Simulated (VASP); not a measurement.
Write the native input for VASP 6.6.1 that does the following.

```
Task                   : single point
Functional             : PBEsol
Potentials or basis    : VASP PAW PBE potentials, release 64 (Pt)
Cutoff                 : 520 eV
k mesh                 : 12 × 12 × 6
Occupations            : methfessel-paxton, width 0.15 eV
Spin                   : no spin polarisation
Dipole correction      : no
Further INCAR settings : ALGO = Normal; EDIFF = 1e-06; NBANDS = 17
```

The structure of Pt lies in POSCAR:

```
Pt
1.0
    2.7043139827      0.0000000000      0.0000000000
   -1.3521520934      2.3420042646      0.0000000000
    0.0000000000      0.0000000000      4.6943039792
Pt
2
Direct
    0.6666666667      0.3333333333      0.7500000000
    0.3333333333      0.6666666667      0.2500000000
```

The input as run:

INCAR

```
  PREC = Accurate
  ENCUT = 520
  EDIFF = 1E-6
  ISMEAR = 1
  SIGMA = 0.15
  LREAL = F
  LASPH = T
  NELM = 100
  ALGO = Normal
  ISIF = 2
  LWAVE = F
  LCHARG = T
  GGA = PS
  LELF = T
  LVHAR = T
  NBANDS = 17
```

KPOINTS

```
regular mesh
0
Gamma
  12 12 6
```

Potentials or basis: VASP PAW PBE potentials, release 64 (Pt).

Launch:

```console
$ cat potpaw_PBE.64/Pt/POTCAR > POTCAR
$ mpirun -np 1 vasp_std > vasp.out
```

It gave:

```
Pressure               : 5.1 GPa
Band gap on the k mesh : zero (band 10 reaches 11.91 eV, above the bottom of band 11 at 10.48 eV)
```

Caveat: the PAW data sets were made with another functional, which shifts forces and pressure a little; spin-orbit coupling is left out, which moves the levels of the heavy elements.

It took 14 s on 1 thread of AMD EPYC 9R45 96-Core Processor (Zen 5) (shared host), peak memory 0.13 GiB.
